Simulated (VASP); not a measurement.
# LaHfO (P4/mmm) in VASP: further runs

LaHfO is run at these levels: PBE; tasks: single point, relaxation of cell and atoms.

All numbers are computed with VASP 6.6.1; they aren't measurements. Logs are shortened: lines on timing, memory, paths and dates and some standing lists are left out, and cuts for length are marked.

## Step 1: The cell of the first run

It takes space group P4/mmm (No. 123, tetragonal). The conventional cell has a = 3.720 Å, b = 3.720 Å, c = 4.299 Å, α = 90.00°, β = 90.00°, γ = 90.00°. La (site symmetry 4/mmm) has 4 O at 2.63 Å and 8 Hf at 3.40 Å within 3.5 Å. Hf (site symmetry 4/mmm) has 2 O at 2.15 Å within 2.8 Å. O (site symmetry 4/mmm) has 2 Hf at 2.15 Å and 4 La at 2.63 Å within 2.8 Å.

## Step 2: Single point, PBE

Input file INCAR:

```
SYSTEM = LaHfO
PREC = Accurate ; ENCUT = 520
EDIFF = 1E-7 ; ISMEAR = 0
SIGMA = 0.1 ; LREAL = .False.
LASPH = .True. ; NELM = 80
ALGO = Normal ; ISIF = 2
LWAVE = .False. ; LCHARG = .True.
GGA = PE ; LELF = .True.
LVHAR = .True. ; NBANDS = 20
```

Input file KPOINTS:

```
regular mesh
0
Gamma
  10 10 8
  0 0 0
```

Input file POSCAR:

```
LaHfO
1.0
    3.7202009530      0.0000000000      0.0000000000
    0.0000000000      3.7202009530      0.0000000000
    0.0000000000      0.0000000000      4.2994298382
La Hf O
1 1 1
Direct
    0.5000000000      0.5000000000      0.5000000000
    0.0000000000      0.0000000000      0.0000000000
    0.0000000000      0.0000000000      0.5000000000
```

Potentials or basis: VASP PAW PBE potentials, release 64 (La, Hf_pv, O).

On the command line:

```
cat potpaw_PBE.64/La/POTCAR potpaw_PBE.64/Hf_pv/POTCAR potpaw_PBE.64/O/POTCAR > POTCAR
mpirun -np 1 vasp_std > vasp.out
```

OUTCAR:

```text
SYSTEM = LaHfO
   PREC = Accurate
   ENCUT = 520
   EDIFF = 1E-7
   ISMEAR = 0
   LREAL = .False.
   LASPH = .True.
   NELM = 80
   ISIF = 2
   GGA = PE

 ion  position               nearest neighbor table
   1  0.500  0.500  0.500-   3 2.63   3 2.63   3 2.63   3 2.63   2 3.40   2 3.40   2 3.40   2 3.40
                             2 3.40   2 3.40   2 3.40   2 3.40
   2  0.000  0.000  0.000-   3 2.15   3 2.15   1 3.40   1 3.40   1 3.40   1 3.40   1 3.40   1 3.40
                             1 3.40   1 3.40
   3  0.000  0.000  0.500-   2 2.15   2 2.15   1 2.63   1 2.63   1 2.63   1 2.63

  LATTYP: Found a simple tetragonal cell.
 ALAT       =     3.7202009530
 C/A-ratio  =     1.1556982788

  Lattice vectors:

 A1 = (   3.7202009530,   0.0000000000,   0.0000000000)
 A2 = (   0.0000000000,   3.7202009530,   0.0000000000)
 A3 = (   0.0000000000,   0.0000000000,   4.2994298382)

Analysis of symmetry for initial positions (statically):
=====================================================================
 Subroutine PRICEL returns:
 Original cell was already a primitive cell.

 Routine SETGRP: Setting up the symmetry group for a
 simple tetragonal supercell.

 Subroutine GETGRP returns: Found 16 space group operations
 (whereof 16 operations were pure point group operations)
 out of a pool of 16 trial point group operations.

The static configuration has the point symmetry D_4h.

Analysis of symmetry for dynamics (positions and initial velocities):
=====================================================================
 Subroutine PRICEL returns:
 Original cell was already a primitive cell.

 Routine SETGRP: Setting up the symmetry group for a
 simple tetragonal supercell.

 Subroutine GETGRP returns: Found 16 space group operations
 (whereof 16 operations were pure point group operations)
 out of a pool of 16 trial point group operations.

The dynamic configuration has the point symmetry D_4h.

 Subroutine INISYM returns: Found 16 space group operations
 (whereof 16 operations are pure point group operations),
 and found     1 'primitive' translations

----------------------------------------------------------------------------------------

                                     Primitive cell

  volume of cell :      59.5037

  direct lattice vectors                    reciprocal lattice vectors
     3.720200953  0.000000000  0.000000000     0.268802684  0.000000000  0.000000000
     0.000000000  3.720200953  0.000000000     0.000000000  0.268802684  0.000000000
     0.000000000  0.000000000  4.299429838     0.000000000  0.000000000  0.232588980

  length of vectors
     3.720200953  3.720200953  4.299429838     0.268802684  0.268802684  0.232588980

  position of ions in fractional coordinates (direct lattice)
     0.500000000  0.500000000  0.500000000
     0.000000000  0.000000000  0.000000000
     0.000000000  0.000000000  0.500000000

  ion indices of the primitive-cell ions
   primitive index   ion index
                 1           1
                 2           2
                 3           3

----------------------------------------------------------------------------------------

 KPOINTS: regular mesh

Automatic generation of k-mesh.
 Grid dimensions read from file:
 generate k-points for:   10   10    8

 Generating k-lattice:

  Cartesian coordinates                     Fractional coordinates (reciprocal lattice)
     0.026880268  0.000000000  0.000000000     0.100000000  0.000000000  0.000000000
     0.000000000  0.026880268  0.000000000     0.000000000  0.100000000  0.000000000
     0.000000000  0.000000000  0.029073622     0.000000000  0.000000000  0.125000000

  Length of vectors
     0.026880268  0.026880268  0.029073622

  Shift w.r.t. Gamma in fractional coordinates (k-lattice)
     0.000000000  0.000000000  0.000000000

 Subroutine IBZKPT returns following result:
 ===========================================

 Found    105 irreducible k-points:

 Following reciprocal coordinates:
            Coordinates               Weight
  0.000000  0.000000  0.000000      1.000000
  0.100000  0.000000  0.000000      4.000000
  0.200000  0.000000  0.000000      4.000000
  0.300000  0.000000  0.000000      4.000000
  0.400000  0.000000  0.000000      4.000000
  0.500000  0.000000  0.000000      2.000000
[... 16 lines left out ...]
  0.100000  0.000000  0.125000      8.000000
  0.200000  0.000000  0.125000      8.000000
 [... further k-points ...]
   k-points           NKPTS =    105   k-points in BZ     NKDIM =    105   number of bands    NBANDS=     20
   number of dos      NEDOS =    301   number of ions     NIONS =      3
   total plane-waves  NPLWV =  25088
   dimension x,y,z NGX =    28 NGY =   28 NGZ =   32
   dimension x,y,z NGXF=    56 NGYF=   56 NGZF=   64
   ions per type =               1   1   1
   NGX,Y,Z   is equivalent  to a cutoff of  12.51, 12.51, 12.37 a.u.
   NGXF,Y,Z  is equivalent  to a cutoff of  25.02, 25.02, 24.75 a.u.
 SYSTEM =  LaHfO
   PREC   = accura    normal or accurate (medium, high low for compatibility)
   ISTART =      0    job   : 0-new  1-cont  2-samecut
   ICHARG =      2    charge: 1-file 2-atom 10-const
   ISPIN  =      1    spin polarized calculation?
   LNONCOLLINEAR =      F non collinear calculations
   LSORBIT =      F    spin-orbit coupling
   LASPH  =      T    aspherical Exc in radial PAW
   ENCUT  =  520.0 eV  38.22 Ry    6.18 a.u.   6.92  6.92  7.99*2*pi/ulx,y,z
   NELM   =     80;   NELMIN=  2; NELMDL= -5     # of ELM steps
   EDIFF  = 0.1E-06   stopping-criterion for ELM
   LREAL  =      F    real-space projection
   EDIFFG = 0.1E-05   stopping-criterion for IOM
   NSW    =      0    number of steps for IOM
   IBRION =     -1    ionic relax: 0-MD 1-quasi-New 2-CG
   NFREE  =      0    steps in history (QN), initial steepest desc. (CG)
   ISIF   =      2    stress and relaxation
   ISYM   =      2    0-nonsym 1-usesym 2-fastsym
   POTIM  = 0.5000    time-step for ionic-motion
   TEBEG  =    0.0;   TEEND  =   0.0 temperature during run
   PSTRESS=    0.0 pullay stress
   NELECT =      27.0000    total number of electrons
   NUPDOWN=      -1.0000    fix difference up-down
   EMIN   =  10.00;   EMAX   =-10.00  energy-range for DOS
   EFERMI =   0.00;   METHOD = LEGACY
   ISMEAR =     0;   SIGMA  =   0.10  broadening in eV -4-tet -1-fermi 0-gaus
   EFERMI_NEDOS =   21; number of points for ismear=-14 and -15
   IALGO  =     38    algorithm
   IMIX   =      4    mixing-type and parameters
     AMIX     =   0.40;   BMIX     =  1.00
     AMIX_MAG =   1.60;   BMIX_MAG =  1.00
  volume/ion in A,a.u.               =      19.83       133.85
  Fermi-wavevector in a.u.,A,eV,Ry     =   1.258003  2.377280 21.532179  1.582570
  Thomas-Fermi vector in A             =   2.391634
   LORBIT       =      0    0 simple, 1 ext, 2 COOP (PROOUT), +10 PAW based schemes
   GGA     = PE    functional components
   LHFCALC =     F    Hartree Fock is set to
   AEXX    =    0.0000 exact exchange contribution
   IVDW    =     0    specifies the selected vdW correction
   LEPSILON=     F    determine dielectric tensor
   LRPA    =     F    only Hartree local field effects (RPA)
 non-spin polarized calculation
 Gauss-broadening in eV      SIGMA  =   0.10
  energy-cutoff  :      520.00
  volume of cell :       59.50
 maximum number of plane-waves:      1632
 NGX is ok and might be reduce to    28
   NGX = 13   NGY = 13   NGZ = 15

 number of electron      26.9999989 magnetization

 Free energy of the ion-electron system (eV)
  ---------------------------------------------------
  ext. energy  EPLUGINS =         0.00000000
  ---------------------------------------------------
  free energy    TOTEN  =       -25.19501657 eV

  energy without entropy =      -25.18314545  energy(sigma->0) =      -25.18908101

 E-fermi :   7.9487     XC(G=0): -10.9058

 val. band max:        7.9482286739   @ k =   0.5000   0.1000   0.1250
 cond. band min:       7.9601730775   @ k =   0.4000   0.0000   0.5000
 fundamental gap:      0.0119444036
 Fermi energy:         7.9486612740

 k-point     1 :       0.0000    0.0000    0.0000
  band No.  band energies     occupation
      1     -24.6628      2.00000
      2     -23.6055      2.00000
      3     -23.2860      2.00000
      4     -23.2860      2.00000
      5     -12.4275      2.00000
      6      -8.2509      2.00000
[... 12 lines left out ...]
     19      10.2875      0.00000
     20      10.2905      0.00000

 k-point     2 :       0.1000    0.0000    0.0000
  band No.  band energies     occupation
      1     -24.6560      2.00000
      2     -23.6045      2.00000
      3     -23.2899      2.00000
      4     -23.2852      2.00000
      5     -12.4931      2.00000
      6      -8.2339      2.00000
[... 12 lines left out ...]
     19      10.1474      0.00000
     20      10.3519      0.00000

 k-point     3 :       0.2000    0.0000    0.0000
  band No.  band energies     occupation
      1     -24.6381      2.00000
      2     -23.6020      2.00000
      3     -23.2996      2.00000
      4     -23.2833      2.00000
      5     -12.6604      2.00000
      6      -8.2142      2.00000
[... 12 lines left out ...]
     19      10.3344      0.00000
     20      10.4754      0.00000

 k-point     4 :       0.3000    0.0000    0.0000
  band No.  band energies     occupation
      1     -24.6165      2.00000
      2     -23.5989      2.00000
      3     -23.3108      2.00000
      4     -23.2809      2.00000
      5     -12.8594      2.00000
      6      -8.1925      2.00000
[... 429 lines left out ...]
 k-point    23 :       0.1000    0.0000    0.1250
  band No.  band energies     occupation
      1     -24.6657      2.00000
      2     -23.6064      2.00000
      3     -23.2897      2.00000
      4     -23.2847      2.00000
      5     -12.3981      2.00000
      6      -8.2828      2.00000
[... 12 lines left out ...]
     19      10.2098      0.00000
     20      10.3287      0.00000

 k-point    24 :       0.2000    0.0000    0.1250
  band No.  band energies     occupation
      1     -24.6436      2.00000
      2     -23.6084      2.00000
      3     -23.3008      2.00000
      4     -23.2827      2.00000
      5     -12.5663      2.00000
      6      -8.2592      2.00000
[... 12 lines left out ...]
     19      10.2781      0.00000
     20      10.4041      0.00000

 [... further k-points ...]

------------------------ aborting loop because EDIFF is reached ----------------------------------------

  FORCE on cell =-STRESS in cart. coord.  units (eV):
  Direction    XX          YY          ZZ          XY          YZ          ZX
  --------------------------------------------------------------------------------------
  -------------------------------------------------------------------------------------
  Total       -0.1099618     -0.1099618     -0.5237536      0.0000000      0.0000000      0.0000000
  in kB       -2.9607988     -2.9607988    -14.1024306      0.0000000      0.0000000      0.0000000
  external PRESSURE =      -6.6746760 kB  Pullay stress =       0.0000000 kB

 VOLUME and BASIS-vectors are now :
 -----------------------------------------------------------------------------
  energy-cutoff  :      520.00
  volume of cell :       59.50
      direct lattice vectors                 reciprocal lattice vectors
     3.720200953  0.000000000  0.000000000     0.268802684  0.000000000  0.000000000
     0.000000000  3.720200953  0.000000000     0.000000000  0.268802684  0.000000000
     0.000000000  0.000000000  4.299429838     0.000000000  0.000000000  0.232588980

 POSITION                                       TOTAL-FORCE (eV/Angst)
 -----------------------------------------------------------------------------------
      1.86010      1.86010      2.14971         0.000000      0.000000      0.000000
      0.00000      0.00000      0.00000         0.000000      0.000000      0.000000
      0.00000      0.00000      2.14971         0.000000      0.000000      0.000000
 -----------------------------------------------------------------------------------
    total drift:                               -0.000000      0.000000      0.000000

  FREE ENERGIE OF THE ION-ELECTRON SYSTEM (eV)
  ---------------------------------------------------
  free  energy   TOTEN  =       -25.1950165693 eV

  energy  without entropy=      -25.1831454486  energy(sigma->0) =      -25.18908101
```

Run time: 61 s. Hardware: 1 thread of Intel Xeon 6975P-C (Granite Rapids), shared host; peak memory 0.3 GiB.

What came out:

| Item | Value |
| --- | --- |
| Free energy | -25.1950 eV |
| Pressure | -0.7 GPa |
| Band gap on the k mesh | zero (an odd number of electrons rules out a gap without spin polarisation) |

Levels at points of the mesh, in eV from the Fermi level:
```csv
k point,band 9,band 10,band 11,band 12,band 13,band 14,band 15,band 16,band 17,band 18
"(0.00, 0.00, 0.00)",-5.17,-5.02,-5.02,-4.47,-2.45,0.43,0.43,1.73,1.99,2.01
"(0.50, 0.00, 0.00)",-6.43,-6.17,-5.41,-1.74,-1.18,0.12,0.89,0.98,1.66,1.81
"(0.50, 0.50, 0.00)",-5.18,-4.73,-4.73,-2.06,-1.73,-1.73,1.51,1.51,1.85,2.20
"(0.00, 0.00, 0.50)",-7.54,-5.40,-5.40,-2.53,-0.98,-0.76,1.69,1.85,2.15,2.17
"(0.50, 0.00, 0.50)",-7.86,-6.88,-6.60,-2.89,-0.09,1.04,1.20,1.98,2.09,2.22
"(0.50, 0.50, 0.50)",-7.58,-5.13,-5.13,-1.13,-1.13,-0.08,1.53,1.53,1.94,2.22
```

Caveat: spin-orbit coupling is left out, which moves the levels of the heavy elements; an odd number of electrons without spin polarisation forces a metal; a magnetic or distorted state may lie lower.

## Step 3: Relaxation of cell and atoms, PBE

Input file INCAR:

```
SYSTEM = LaHfO
  ALGO = Normal
  EDIFF = 1E-6
  EDIFFG = -0.001
  ENCUT = 600
  GGA = PE
  IBRION = 2
  ISIF = 3
  ISMEAR = 0
  LASPH = .TRUE.
  LCHARG = .FALSE.
  LREAL = .FALSE.
  LWAVE = .FALSE.
  NELM = 60
  NSW = 80
  PREC = Accurate
  SIGMA = 0.1
```

Input file KPOINTS:

```
k-points
0
G
  10 10 8
  0 0 0
```

Input file POSCAR:

```
LaHfO
1.0
    3.7196000551      0.0000000000      0.0000000000
    0.0000000000      3.7196000551      0.0000000000
    0.0000000000      0.0000000000      4.3002551012
La Hf O
1 1 1
Direct
    0.5000000000      0.5000000000      0.5000000000
    0.0000000000      0.0000000000      0.0000000000
    0.0000000000      0.0000000000      0.5000000000
```

Potentials or basis: VASP PAW PBE potentials, release 64 (La, Hf_pv, O).

On the command line:

```
cat potpaw_PBE.64/La/POTCAR potpaw_PBE.64/Hf_pv/POTCAR potpaw_PBE.64/O/POTCAR > POTCAR
mpirun -np 1 vasp_std > vasp.out
```

It took 8.3 min on 1 thread of Intel Xeon 6975P-C (Granite Rapids), shared host; peak memory 0.33 GiB.

The run converged. Its results:

| Quantity | Value |
| --- | --- |
| Free energy | -25.1991 eV |
| Relaxed volume | 19.74 Å³/atom |
| Relaxed cell | a = 3.720 Å, b = 3.720 Å, c = 4.279 Å, α = 90.00°, β = 90.00°, γ = 90.00° |
| Space group after relaxing (to 0.1 Å) | P4/mmm (No. 123) |
| Energy gained by relaxing | 0.5 meV/atom |
| Ionic steps | 27 |
| Pressure after relaxing | 0.0 GPa |
| Band gap on the k mesh | zero (an odd number of electrons rules out a gap without spin polarisation) |

The path:
```csv
step,energy change (eV),largest force (eV/Å),pressure (GPa),volume (Å³)
1,0.0000,0.0000,-0.73,59.50
2,0.0004,0.0000,1.00,58.72
3,-0.0013,0.0000,0.08,59.13
4,-0.0014,0.0000,0.02,59.19
5,-0.0014,0.0000,0.01,59.21
6,-0.0014,0.0000,0.01,59.21
7,-0.0014,0.0000,0.01,59.21
8,-0.0014,0.0000,0.01,59.22
9,-0.0014,0.0000,-0.09,59.25
10,-0.0014,0.0000,-0.03,59.23
11,-0.0014,0.0000,-0.04,59.22
12,-0.0014,0.0000,-0.03,59.22
13,-0.0014,0.0000,-0.04,59.22
14,-0.0014,0.0000,0.00,59.20
15,-0.0014,0.0000,0.01,59.20
16,-0.0014,0.0000,0.01,59.20
17,-0.0014,0.0000,0.02,59.21
18,-0.0014,0.0000,0.01,59.21
19,-0.0014,0.0000,-0.05,59.22
20,-0.0014,0.0000,-0.02,59.21
21,-0.0014,0.0000,-0.02,59.21
22,-0.0014,0.0000,-0.01,59.21
23,-0.0014,0.0000,-0.02,59.21
24,-0.0014,0.0000,0.02,59.19
25,-0.0014,0.0000,0.05,59.20
26,-0.0014,0.0000,0.02,59.20
27,-0.0014,0.0000,0.00,59.21
```

Final structure:
```
La Hf O
1.0
     3.71959    0.00000    0.00000
     0.00000    3.71959    0.00000
     0.00000    0.00000    4.27925
La Hf O
1 1 1
Direct
  0.50000 0.50000 0.50000
  0.00000 0.00000 0.00000
  0.00000 0.00000 0.50000
```

Levels at points of the mesh, in eV from the Fermi level:
| k point | band 9 | band 10 | band 11 | band 12 | band 13 | band 14 | band 15 | band 16 | band 17 |
| --- | --- | --- | --- | --- | --- | --- | --- | --- | --- |
| (0.00, 0.00, 0.00) | -5.17 | -5.06 | -5.06 | -4.48 | -2.48 | 0.43 | 0.43 | 1.71 | 1.97 |
| (0.50, 0.00, 0.00) | -6.47 | -6.20 | -5.41 | -1.74 | -1.19 | 0.13 | 0.88 | 0.98 | 1.67 |
| (0.50, 0.50, 0.00) | -5.18 | -4.76 | -4.76 | -2.07 | -1.73 | -1.73 | 1.51 | 1.51 | 1.83 |
| (0.00, 0.00, 0.50) | -7.60 | -5.45 | -5.45 | -2.51 | -0.99 | -0.77 | 1.68 | 1.85 | 2.14 |
| (0.50, 0.00, 0.50) | -7.91 | -6.92 | -6.65 | -2.92 | -0.12 | 1.06 | 1.25 | 1.98 | 2.10 |
| (0.50, 0.50, 0.50) | -7.64 | -5.17 | -5.17 | -1.14 | -1.14 | -0.06 | 1.57 | 1.57 | 1.93 |

Caveat: spin-orbit coupling is left out, which moves the levels of the heavy elements; an odd number of electrons without spin polarisation forces a metal; a magnetic or distorted state may lie lower.
